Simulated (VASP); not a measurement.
# BaTiO3 (Amm2) in VASP: single point with PBE+U

Aim: the single point of BaTiO3 with PBE+U.

All numbers are computed with VASP 6.6.1; they aren't measurements. Logs are shortened: lines on timing, memory, paths and dates and some standing lists are left out, and cuts for length are marked.

## (1) The cell of the first run

It takes space group Amm2 (No. 38, orthorhombic). The conventional cell has a = 4.011 Å, b = 5.773 Å, c = 5.807 Å, α = 90.00°, β = 90.00°, γ = 90.00°. Within 3.7 Å of Ba (site symmetry mm2) lie 12 O at 2.79 to 3.01 Å and 8 Ti at 3.47 to 3.59 Å. Within 2.5 Å of Ti (site symmetry mm2) lie 6 O at 1.88 to 2.22 Å. Within 2.5 Å of O (site symmetry m) lie 2 Ti at 1.88 to 2.22 Å. Within 3.1 Å of O (site symmetry mm2) lie 2 Ti at 2.01 Å and 4 Ba at 2.79 to 3.01 Å and 8 O at 2.84 to 2.89 Å.

## (2) Single point, PBE+U

Contents of INCAR:

```
SYSTEM = BaTiO3
PREC = Accurate
ENCUT = 520
EDIFF = 1E-6
ISMEAR = 0
SIGMA = 0.02
LREAL = .False.
LASPH = .True.
NELM = 150
ALGO = Normal
ISIF = 2
LWAVE = .False.
LCHARG = .True.
LMAXMIX = 4
LDAU = .True.
LDAUTYPE = 2
LDAUL = -1 2 -1
LDAUU = 0 4 0
LDAUJ = 0 0 0
LDAUPRINT = 1
GGA = PE
LELF = .True.
LVHAR = .True.
NBANDS = 28
```

Contents of KPOINTS:

```
regular mesh
0
Gamma
  6 6 6
  0 0 0
```

Contents of POSCAR:

```
BaTiO3
1.0
    4.0105256807      0.0000000000      0.0000000000
    0.0000000000      2.8863304889      2.9035083464
    0.0000000000     -2.8863304889      2.9035083464
Ba Ti O
1 1 3
Direct
    0.0000000000      0.0062072096      0.0062072096
    0.5000000000      0.5188890027      0.5188890027
    0.5000000000      0.9774064074      0.4902209051
    0.5000000000      0.4902209051      0.9774064074
    0.0000000000      0.4871764751      0.4871764751
```

Potentials or basis: VASP PAW PBE potentials, release 64 (Ba_sv, Ti_sv, O).

The run is started by

```console
cat potpaw_PBE.64/Ba_sv/POTCAR potpaw_PBE.64/Ti_sv/POTCAR potpaw_PBE.64/O/POTCAR > POTCAR
mpirun -np 1 vasp_std > vasp.out
```

OUTCAR:

```text
SYSTEM = BaTiO3
   PREC = Accurate
   ENCUT = 520
   EDIFF = 1E-6
   ISMEAR = 0
   LREAL = .False.
   LASPH = .True.
   NELM = 150
   ISIF = 2
   GGA = PE

 ion  position               nearest neighbor table
   1  0.000  0.006  0.006-   5 2.79   4 2.82   3 2.82   3 2.82   4 2.82   5 2.89   5 2.89   4 2.92
                             3 2.92   3 2.92   4 2.92   5 3.01   2 3.47   2 3.47   2 3.52   2 3.52
   2  0.500  0.519  0.519-   3 1.88   4 1.88   5 2.01   5 2.01   3 2.22   4 2.22   1 3.47   1 3.47
                             1 3.52   1 3.52   1 3.52   1 3.52   1 3.59   1 3.59
   3  0.500  0.977  0.490-   2 1.88   2 2.22   1 2.82   1 2.82   1 2.92   1 2.92
   4  0.500  0.490  0.977-   2 1.88   2 2.22   1 2.82   1 2.82   1 2.92   1 2.92
   5  0.000  0.487  0.487-   2 2.01   2 2.01   1 2.79   1 2.89   1 2.89   1 3.01

  LATTYP: Found a base centered orthorhombic cell.
 ALAT       =     5.7726609778
 B/A-ratio  =     1.0059514520
 C/A-ratio  =     0.6947447106

  Lattice vectors:

 A1 = (   0.0000000000,   2.8863304889,  -2.9035083464)
 A2 = (   0.0000000000,   2.8863304889,   2.9035083464)
 A3 = (   4.0105256807,   0.0000000000,   0.0000000000)

Analysis of symmetry for initial positions (statically):
=====================================================================
 Subroutine PRICEL returns:
 Original cell was already a primitive cell.

 Routine SETGRP: Setting up the symmetry group for a
 base centered orthorhombic supercell.

 Subroutine GETGRP returns: Found  4 space group operations
 (whereof  4 operations were pure point group operations)
 out of a pool of  8 trial point group operations.

The static configuration has the point symmetry C_2v.

Analysis of symmetry for dynamics (positions and initial velocities):
=====================================================================
 Subroutine PRICEL returns:
 Original cell was already a primitive cell.

 Routine SETGRP: Setting up the symmetry group for a
 base centered orthorhombic supercell.

 Subroutine GETGRP returns: Found  4 space group operations
 (whereof  4 operations were pure point group operations)
 out of a pool of  8 trial point group operations.

The dynamic configuration has the point symmetry C_2v.

 Subroutine INISYM returns: Found  4 space group operations
 (whereof  4 operations are pure point group operations),
 and found     1 'primitive' translations

----------------------------------------------------------------------------------------

                                     Primitive cell

  volume of cell :      67.2203

  direct lattice vectors                    reciprocal lattice vectors
     4.010525681  0.000000000  0.000000000     0.249343872  0.000000000  0.000000000
     0.000000000  2.886330489  2.903508346     0.000000000  0.173230336  0.172205463
     0.000000000 -2.886330489  2.903508346     0.000000000 -0.173230336  0.172205463

  length of vectors
     4.010525681  4.094052321  4.094052321     0.249343872  0.244261071  0.244261071

  position of ions in fractional coordinates (direct lattice)
     0.000000000  0.006207210  0.006207210
     0.500000000  0.518889003  0.518889003
     0.500000000  0.977406407  0.490220905
     0.500000000  0.490220905  0.977406407
     0.000000000  0.487176475  0.487176475

  ion indices of the primitive-cell ions
   primitive index   ion index
                 1           1
                 2           2
                 3           3
                 4           4
                 5           5

----------------------------------------------------------------------------------------
[... 59 lines left out ...]
   NGXF,Y,Z  is equivalent  to a cutoff of  24.87, 24.36, 24.36 a.u.
 SYSTEM =  BaTiO3
   PREC   = accura    normal or accurate (medium, high low for compatibility)
   ISTART =      0    job   : 0-new  1-cont  2-samecut
   ICHARG =      2    charge: 1-file 2-atom 10-const
   ISPIN  =      1    spin polarized calculation?
   LNONCOLLINEAR =      F non collinear calculations
   LSORBIT =      F    spin-orbit coupling
   LASPH  =      T    aspherical Exc in radial PAW
   ENCUT  =  520.0 eV  38.22 Ry    6.18 a.u.   7.46  7.61  7.61*2*pi/ulx,y,z
   NELM   =    150;   NELMIN=  2; NELMDL= -5     # of ELM steps
   EDIFF  = 0.1E-05   stopping-criterion for ELM
   LREAL  =      F    real-space projection
   EDIFFG = 0.1E-04   stopping-criterion for IOM
   NSW    =      0    number of steps for IOM
   IBRION =     -1    ionic relax: 0-MD 1-quasi-New 2-CG
   NFREE  =      0    steps in history (QN), initial steepest desc. (CG)
   ISIF   =      2    stress and relaxation
   ISYM   =      2    0-nonsym 1-usesym 2-fastsym
   POTIM  = 0.5000    time-step for ionic-motion
   TEBEG  =    0.0;   TEEND  =   0.0 temperature during run
   PSTRESS=    0.0 pullay stress
   NELECT =      40.0000    total number of electrons
   NUPDOWN=      -1.0000    fix difference up-down
   EMIN   =  10.00;   EMAX   =-10.00  energy-range for DOS
   EFERMI =   0.00;   METHOD = LEGACY
   ISMEAR =     0;   SIGMA  =   0.02  broadening in eV -4-tet -1-fermi 0-gaus
   EFERMI_NEDOS =   21; number of points for ismear=-14 and -15
   IALGO  =     38    algorithm
   IMIX   =      4    mixing-type and parameters
     AMIX     =   0.40;   BMIX     =  1.00
     AMIX_MAG =   1.60;   BMIX_MAG =  1.00
  volume/ion in A,a.u.               =      13.44        90.72
  Fermi-wavevector in a.u.,A,eV,Ry     =   1.376981  2.602117 25.797698  1.896077
  Thomas-Fermi vector in A             =   2.502176
   LORBIT       =      0    0 simple, 1 ext, 2 COOP (PROOUT), +10 PAW based schemes
 LDA+U is selected, type is set to LDAUTYPE =  2
   angular momentum for each species LDAUL =    -1    2   -1
   U (eV)           for each species LDAUU =   0.0  4.0  0.0
   J (eV)           for each species LDAUJ =   0.0  0.0  0.0
   GGA     = PE    functional components
   LHFCALC =     F    Hartree Fock is set to
   AEXX    =    0.0000 exact exchange contribution
   IVDW    =     0    specifies the selected vdW correction
   LEPSILON=     F    determine dielectric tensor
   LRPA    =     F    only Hartree local field effects (RPA)
 non-spin polarized calculation
 Gauss-broadening in eV      SIGMA  =   0.02
  energy-cutoff  :      520.00
  volume of cell :       67.22
 maximum number of plane-waves:      1835
 NGX is ok and might be reduce to    30
   NGX = 15   NGY = 15   NGZ = 15

atom =   2  type =  2  l = 2

 onsite density matrix

spin component  1

  0.1092  0.0000  0.0000  0.0000  0.0000
  0.0000  0.2440  0.0000  0.0000  0.0000
  0.0000  0.0000  0.1362  0.0000 -0.0466
  0.0000  0.0000  0.0000  0.1075  0.0000
  0.0000  0.0000 -0.0466  0.0000  0.2124

spin component  2

  0.1092  0.0000  0.0000  0.0000  0.0000
  0.0000  0.2440  0.0000  0.0000  0.0000
  0.0000  0.0000  0.1362  0.0000 -0.0466
  0.0000  0.0000  0.0000  0.1075  0.0000
  0.0000  0.0000 -0.0466  0.0000  0.2124

 occupancies and eigenvectors

  o =  0.1075  v =  0.0000  0.0000  0.0000  1.0000  0.0000  0.0000  0.0000  0.0000  0.0000  0.0000      0.0000  0.0000  0.0000  0.0000  0.0000  0.0000  0.0000  0.0000  0.0000  0.0000
  o =  0.1075  v =  0.0000  0.0000  0.0000  0.0000  0.0000  0.0000  0.0000  0.0000  1.0000  0.0000      0.0000  0.0000  0.0000  0.0000  0.0000  0.0000  0.0000  0.0000  0.0000  0.0000
  o =  0.1092  v =  1.0000  0.0000  0.0000  0.0000  0.0000  0.0000  0.0000  0.0000  0.0000  0.0000      0.0000  0.0000  0.0000  0.0000  0.0000  0.0000  0.0000  0.0000  0.0000  0.0000
  o =  0.1092  v =  0.0000  0.0000  0.0000  0.0000  0.0000  1.0000  0.0000  0.0000  0.0000  0.0000      0.0000  0.0000  0.0000  0.0000  0.0000  0.0000  0.0000  0.0000  0.0000  0.0000
  o =  0.1141  v =  0.0000  0.0000 -0.9036  0.0000 -0.4284  0.0000  0.0000  0.0000  0.0000  0.0000      0.0000  0.0000  0.0000  0.0000  0.0000  0.0000  0.0000  0.0000  0.0000  0.0000
  o =  0.1141  v =  0.0000  0.0000  0.0000  0.0000  0.0000  0.0000  0.0000 -0.9036  0.0000 -0.4284      0.0000  0.0000  0.0000  0.0000  0.0000  0.0000  0.0000  0.0000  0.0000  0.0000
  o =  0.2345  v =  0.0000  0.0000  0.0000  0.0000  0.0000  0.0000  0.0000 -0.4284  0.0000  0.9036      0.0000  0.0000  0.0000  0.0000  0.0000  0.0000  0.0000  0.0000  0.0000  0.0000
  o =  0.2345  v =  0.0000  0.0000 -0.4284  0.0000  0.9036  0.0000  0.0000  0.0000  0.0000  0.0000      0.0000  0.0000  0.0000  0.0000  0.0000  0.0000  0.0000  0.0000  0.0000  0.0000
  o =  0.2440  v =  0.0000  0.0000  0.0000  0.0000  0.0000  0.0000  1.0000  0.0000  0.0000  0.0000      0.0000  0.0000  0.0000  0.0000  0.0000  0.0000  0.0000  0.0000  0.0000  0.0000
  o =  0.2440  v =  0.0000  1.0000  0.0000  0.0000  0.0000  0.0000  0.0000  0.0000  0.0000  0.0000      0.0000  0.0000  0.0000  0.0000  0.0000  0.0000  0.0000  0.0000  0.0000  0.0000

 number of electron      39.9999993 magnetization

 Free energy of the ion-electron system (eV)
  ---------------------------------------------------
  ext. energy  EPLUGINS =         0.00000000
  ---------------------------------------------------
  free energy    TOTEN  =       -37.30497568 eV

  energy without entropy =      -37.30497568  energy(sigma->0) =      -37.30497568

 E-fermi :   3.7095     XC(G=0): -11.0016

 val. band max:        3.6071217072   @ k =   0.5000   0.5000   0.5000
 cond. band min:       6.1605634551   @ k =   0.0000   0.0000   0.0000
 fundamental gap:      2.5534417479
 Fermi energy:         3.7095468623

 k-point     1 :       0.0000    0.0000    0.0000
  band No.  band energies     occupation
      1     -54.0166      2.00000
      2     -30.2178      2.00000
      3     -30.2052      2.00000
      4     -30.1618      2.00000
      5     -21.3667      2.00000
      6     -13.2285      2.00000
[... 733 lines left out ...]
     27      11.5429      0.00000
     28      11.9081      0.00000

 [... further k-points ...]

------------------------ aborting loop because EDIFF is reached ----------------------------------------

  FORCE on cell =-STRESS in cart. coord.  units (eV):
  Direction    XX          YY          ZZ          XY          YZ          ZX
  --------------------------------------------------------------------------------------
  -------------------------------------------------------------------------------------
  Total        0.8980270      1.1713578      0.9635587      0.0000000      0.0000000      0.0000000
  in kB       21.4042275     27.9189924     22.9661562      0.0000000      0.0000000      0.0000000
  external PRESSURE =      24.0964587 kB  Pullay stress =       0.0000000 kB

 VOLUME and BASIS-vectors are now :
 -----------------------------------------------------------------------------
  energy-cutoff  :      520.00
  volume of cell :       67.22
      direct lattice vectors                 reciprocal lattice vectors
     4.010525681  0.000000000  0.000000000     0.249343872  0.000000000  0.000000000
     0.000000000  2.886330489  2.903508346     0.000000000  0.173230336  0.172205463
     0.000000000 -2.886330489  2.903508346     0.000000000 -0.173230336  0.172205463

 POSITION                                       TOTAL-FORCE (eV/Angst)
 -----------------------------------------------------------------------------------
      0.00000      0.00000      0.03605         0.000000     -0.000000     -0.045044
      2.00526      0.00000      3.01320         0.000000     -0.000000     -0.644555
      2.00526      1.40618      4.26127         0.000000      0.334788      0.336703
      2.00526     -1.40618      4.26127         0.000000     -0.334788      0.336703
      0.00000      0.00000      2.82904         0.000000     -0.000000      0.016192
 -----------------------------------------------------------------------------------
    total drift:                                0.000000     -0.000001     -0.000823

  FREE ENERGIE OF THE ION-ELECTRON SYSTEM (eV)
  ---------------------------------------------------
  free  energy   TOTEN  =       -37.3049756766 eV

  energy  without entropy=      -37.3049756766  energy(sigma->0) =      -37.30497568
```

Wall time 2.2 min (1 thread of Intel Xeon 8259CL, shared host); peak memory 0.24 GiB.

Results:

```yaml
Free_energy: -37.3050 eV
Pressure: 2.4 GPa
Largest_force: 0.645 eV/Å
Band_gap_on_the_k_mesh: 2.55 eV (least direct gap 3.03 eV)
```

Forces in eV/Å, atoms in the order of the input:
```
Ba   0.000  0.000 -0.045
Ti   0.000  0.000 -0.645
O    0.000  0.335  0.337
O    0.000 -0.335  0.337
O    0.000  0.000  0.016
```

Stress tensor (GPa, compression positive):
```
2.14 0.00 0.00
0.00 2.79 0.00
0.00 0.00 2.30
```

Levels at points of the mesh, in eV from the valence-band top:
```csv
k point,band 18,band 19,band 20,band 21,band 22,band 23
"(0.00, 0.00, 0.00)",-0.53,-0.52,-0.47,2.55,2.71,2.77
"(0.50, 0.00, 0.00)",-1.49,-1.18,-1.10,2.89,3.91,4.08
"(0.00, 0.50, 0.00)",-1.63,-0.97,-0.84,2.77,3.96,3.96
"(0.50, 0.50, 0.00)",-0.97,-0.94,-0.08,3.99,4.03,4.37
"(0.00, 0.50, 0.50)",-0.97,-0.90,-0.26,3.97,4.01,4.27
"(0.50, 0.50, 0.50)",-0.18,-0.02,0.00,4.48,4.49,4.62
```

Eigenvalues of the final occupation matrices:
```csv
site,spin,trace,eigenvalues
site 2 d,1,0.81,0.11 0.11 0.11 0.23 0.24
site 2 d,2,0.81,0.11 0.11 0.11 0.23 0.24
```

Caveat: spin-orbit coupling is left out, which moves the levels of the heavy elements. A k mesh can miss the band edges.
